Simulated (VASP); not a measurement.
Write the native input for VASP 6.6.1 that does the following.

```
Task                   : single point
Functional             : PBEsol
Potentials or basis    : VASP PAW PBE potentials, release 64 (Zn, Re)
Cutoff                 : 520 eV
k mesh                 : 16 × 16 × 9
Occupations            : fermi-dirac, width 0.08 eV
Spin                   : collinear spin
Starting moments       : [0.0, 0.5] μB
Fixed moment           : 0.5 μB
Dipole correction      : no
Further INCAR settings : ALGO = Normal; EDIFF = 1e-06; NBANDS = 20
```

The structure of ZnRe lies in POSCAR:

```
ZnRe
1.0
    2.7482183437      0.0000000000      0.0000000000
   -1.3741091718      2.3800269008      0.0000000000
    0.0000000000      0.0000000000      4.4940660000
Zn Re
1 1
Direct
    0.0000000000      0.0000000000      0.0000000000
    0.3333333333      0.6666666667      0.5000000000
```

These files were run (other wordings do the same):

INCAR

```
SYSTEM = ZnRe
PREC     = Accurate       ! precision mode
ENCUT    = 520            ! plane-wave cutoff, eV
EDIFF    = 1E-6           ! SCF threshold, eV
ISMEAR   = -1             ! smearing method
SIGMA    = 0.08           ! smearing width, eV
LREAL    = .False.        ! projectors in reciprocal space
LASPH    = .True.         ! aspherical terms in the spheres
NELM     = 150            ! most SCF steps
ALGO     = Normal         ! electronic algorithm
ISIF     = 2              ! what is computed and relaxed
LWAVE    = .False.        ! write WAVECAR
LCHARG   = .False.        ! write CHGCAR
ISPIN    = 2              ! spin polarisation
MAGMOM   = 0 0.5          ! initial moments
LORBIT   = 11             ! projections on sites
NUPDOWN  = 0.5            ! fixed moment
LMAXMIX  = 4              ! l up to which the mixer works
GGA      = PS             ! functional
NBANDS   = 20             ! bands
```

KPOINTS

```
Automatic mesh
0
Gamma
  16 16 9
  0 0 0
```

Potentials or basis: VASP PAW PBE potentials, release 64 (Zn, Re).

Run with:

```bash
$ cat potpaw_PBE.64/Zn/POTCAR potpaw_PBE.64/Re/POTCAR > POTCAR
$ mpirun -np 1 vasp_std > vasp.out
```

It gave:

```yaml
Pressure: -8.3 GPa
Net_moment: 0.50 μB per cell
Site_moments: Zn +0.03; Re +0.43 μB
Valence_electrons_inside_the_program's_atomic_spheres: Zn 10.89; Re 5.91
```

Caveat: the cell stands under tension; the PAW data sets were made with another functional, which shifts forces and pressure a little; the total moment is fixed, so each spin has its own Fermi level and the state may be an excited one.

Run time: 61 s on 1 thread of Intel(R) Xeon(R) 6975P-C (Granite Rapids) (shared host), peak memory 0.26 GiB.
